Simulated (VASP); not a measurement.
Set up this calculation in VASP 6.6.1, as the native input.

```yaml
Task: relaxation of cell and atoms
Functional: PBE
Potentials_or_basis: VASP PAW PBE potentials, release 64 (Si, Mo_sv, P)
Cutoff: 600 eV
k_mesh: 12 × 12 × 4
Occupations: gaussian, width 0.1 eV
Spin: no spin polarisation
Dipole_correction: no
Further_INCAR_settings: ALGO = Normal; EDIFF = 1e-07; IBRION = 2; EDIFFG = -0.001; NSW = 80; ISIF = 3
```

The structure of SiMoP3 lies in POSCAR:

```
SiMoP3
1.0
    3.4515490495      0.0000000000      0.0000000000
   -1.7257745247      2.9891291593      0.0000000000
    0.0000000000      0.0000000000      9.2870453203
Si Mo P
1 1 3
Direct
    0.3333333333      0.6666666667      0.5660453412
    0.0000000000      0.0000000000      0.1652375186
    0.0000000000      0.0000000000      0.6782777570
    0.3333333333      0.6666666667      0.3214738187
    0.3333333333      0.6666666667      0.0189655646
```

These files were run (other wordings do the same):

INCAR

```
PREC     = Accurate       # precision mode
ENCUT    = 600            # plane-wave cutoff, eV
EDIFF    = 1E-7           # SCF threshold, eV
ISMEAR   = 0              # smearing method
SIGMA    = 0.1            # smearing width, eV
LREAL    = False          # projectors in reciprocal space
LASPH    = True           # aspherical terms in the spheres
NELM     = 100            # most SCF steps
ALGO     = Normal         # electronic algorithm
ISIF     = 3              # what is computed and relaxed
LWAVE    = False          # write WAVECAR
LCHARG   = False          # write CHGCAR
GGA      = PE             # functional
IBRION   = 2              # ionic algorithm
NSW      = 80             # ionic steps
EDIFFG   = -0.001         # ionic threshold
```

KPOINTS

```
Automatic mesh
0
Gamma
  12 12 4
```

Potentials or basis: VASP PAW PBE potentials, release 64 (Si, Mo_sv, P).

Run with:

```console
$ cat potpaw_PBE.64/Si/POTCAR potpaw_PBE.64/Mo_sv/POTCAR potpaw_PBE.64/P/POTCAR > POTCAR
$ mpirun -np 1 vasp_std > vasp.out
```

It gave:

* Energy gained by relaxing: 0.0 meV/atom
* Ionic steps: 27
* Pressure after relaxing: 0.0 GPa
* Band gap on the k mesh: zero (an odd number of electrons rules out a gap without spin polarisation)

Caveat: this functional lacks dispersion, which binds layers or chains, so the pressure and a relaxed spacing across them are unreliable; an odd number of electrons without spin polarisation forces a metal; a magnetic or distorted state may lie lower.

It took 15 min on 1 thread of Intel(R) Xeon(R) Platinum 8488C (Sapphire Rapids) (shared host), peak memory 0.36 GiB.
